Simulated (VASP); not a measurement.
CsTl: single point with PBE

CsTl:

```
CELL_PARAMETERS angstrom
4.61649 0.00000 0.00000
0.00000 4.61649 0.00000
0.00000 0.00000 4.61649
ATOMIC_POSITIONS crystal
Cs 0.50000 0.50000 0.50000
Tl 0.00000 0.00000 0.00000
```

```json
{
 "Program": "VASP 6.6.1",
 "Task": "single point",
 "Functional": "PBE",
 "Potentials or basis": "VASP PAW PBE potentials, release 64 (Cs_sv, Tl_d)",
 "Cutoff": "520 eV",
 "k mesh": "12 × 12 × 12",
 "Occupations": "gaussian, width 0.1 eV",
 "Spin": "no spin polarisation",
 "Dipole correction": "no",
 "Further INCAR settings": "ALGO = Fast; EDIFF = 1e-06; NBANDS = 18"
}
```

| Item | Value |
| --- | --- |
| Pressure | 0.2 GPa |
| Band gap on the k mesh | zero (bands 11 and 12 overlap by 2.69 eV) |

Levels at points of the mesh, in eV from the Fermi level:
| k point | band 8 | band 9 | band 10 | band 11 | band 12 | band 13 | band 14 | band 15 |
| --- | --- | --- | --- | --- | --- | --- | --- | --- |
| (0.00, 0.00, 0.00) | -9.33 | -9.33 | -6.75 | 2.02 | 2.02 | 2.38 | 2.38 | 2.38 |
| (0.50, 0.00, 0.00) | -9.25 | -9.25 | -5.83 | -1.37 | 1.68 | 1.68 | 2.62 | 5.46 |
| (0.50, 0.50, 0.00) | -9.67 | -9.24 | -6.00 | 0.23 | 0.23 | 2.07 | 3.03 | 3.86 |
| (0.50, 0.50, 0.50) | -9.53 | -9.53 | -5.51 | -0.67 | -0.67 | -0.67 | 5.30 | 5.30 |

It took 100 s on 1 thread of Intel(R) Xeon(R) Platinum 8375C CPU @ 2.90GHz (Ice Lake), with other jobs on the host, peak memory 0.31 GiB.

Caveat: spin-orbit coupling is left out, which moves the levels of the heavy elements.
